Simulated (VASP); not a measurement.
Input of a VASP 6.6.1 run:

The input INCAR:

```
PREC = Accurate ; ENCUT = 520
EDIFF = 1E-6 ; ISMEAR = 0
SIGMA = 0.011 ; LREAL = False
LASPH = True ; NELM = 100
ALGO = Fast ; ISIF = 2
LWAVE = False ; LCHARG = False
GGA = PE ; NBANDS = 12
```

File KPOINTS:

```
regular mesh
0
Gamma
  13 13 13
```

The input POSCAR:

```
Cu
1.0
   -1.4427933200      1.4427933200      1.3760814500
    1.4427933200     -1.4427933200      1.3760814500
    1.4427933200      1.4427933200     -1.3760814500
Cu
1
Direct
    0.0000000000      0.0000000000      0.0000000000
```

Potentials or basis: VASP PAW PBE potentials, release 64 (Cu).

Run with:

```bash
$ cat potpaw_PBE.64/Cu/POTCAR > POTCAR
$ mpirun -np 1 vasp_std > vasp.out
```

(1) Predict the pressure.

Results:

(1) 8.3 GPa.
